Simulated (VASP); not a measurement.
PrBe3Si:

```
Pr Be Si
1.0
     2.78484   -2.82266    0.00000
     2.78484    2.82266    0.00000
     0.00000    0.00000    3.73653
Pr Be Si
1 3 1
Direct
  0.00000 0.00000 0.50000
  0.50000 0.00000 0.00000
  0.00000 0.50000 0.00000
  0.50000 0.50000 0.50000
  0.50000 0.50000 0.00000
```

The cell was generated, and may not be a known phase.

```yaml
Program: VASP 6.6.1
Task: relaxation of cell and atoms
Functional: PBE
Potentials_or_basis: VASP PAW PBE potentials, release 64 (Pr_3, Be, Si), 4f in core
Cutoff: 600 eV
k_mesh: 4 × 4 × 4
Occupations: gaussian, width 0.2 eV
Spin: no spin polarisation
```

At the start: pressure 42.2 GPa; volume 11.75 Å³/atom.

Task: How do energy, volume and symmetry change on relaxing?

Result: Over 23 steps the energy falls by 478.6 meV/atom and the volume is 16.13 Å³/atom (+37.3 %); space group Cmmm (No. 65, to 0.1 Å) before and after.

Step by step:
```tsv
step	energy change (eV)	largest force (eV/Å)	pressure (GPa)	volume (Å³)
1	0.0000	0.0000	42.23	58.74
2	-2.1366	0.0000	-5.38	89.12
3	-2.2736	0.0000	0.76	80.30
4	-2.2760	0.0000	-0.14	81.36
5	-2.2756	0.0000	0.28	80.86
6	-2.2781	0.0000	0.32	80.80
7	-2.2878	0.0000	0.45	80.63
8	-2.3075	0.0000	0.74	80.23
9	-2.3040	0.0000	1.72	79.25
10	-2.3168	0.0000	0.97	79.92
11	-2.3172	0.0000	1.32	79.57
12	-2.3188	0.0000	1.13	79.74
13	-2.3197	0.0000	1.12	79.75
14	-2.3222	0.0000	1.10	79.78
15	-2.3262	0.0000	1.06	79.83
16	-2.3286	0.0000	1.04	79.92
17	-2.3345	0.0000	0.92	80.05
18	-2.3500	0.0000	0.56	80.43
19	-2.3709	0.0000	-0.11	81.19
20	-2.3775	0.0000	-1.46	82.63
21	-2.3800	0.0000	-1.03	82.16
22	-2.3863	0.0000	-0.68	81.69
23	-2.3929	0.0000	0.11	80.66
```

Final structure:
```cif
data_structure
_symmetry_space_group_name_H-M 'P 1'
_symmetry_Int_Tables_number 1
_cell_length_a 4.3734
_cell_length_b 4.3734
_cell_length_c 4.3044
_cell_angle_alpha 90.000
_cell_angle_beta 90.000
_cell_angle_gamma 101.543
_cell_volume 80.66
loop_
_atom_site_label
_atom_site_type_symbol
_atom_site_fract_x
_atom_site_fract_y
_atom_site_fract_z
_atom_site_occupancy
Pr1 Pr 0.00000 0.00000 0.50000 1
Be1 Be 0.50000 0.00000 0.00000 1
Be2 Be 0.00000 0.50000 0.00000 1
Be3 Be 0.50000 0.50000 0.50000 1
Si1 Si 0.50000 0.50000 0.00000 1
```

Caveat: the k points lie up to 0.37 Å⁻¹ apart in the final cell, too coarse for converged energies and pressures of a metal; the volume moved by over 15 % at a fixed basis, so the end points are rough.
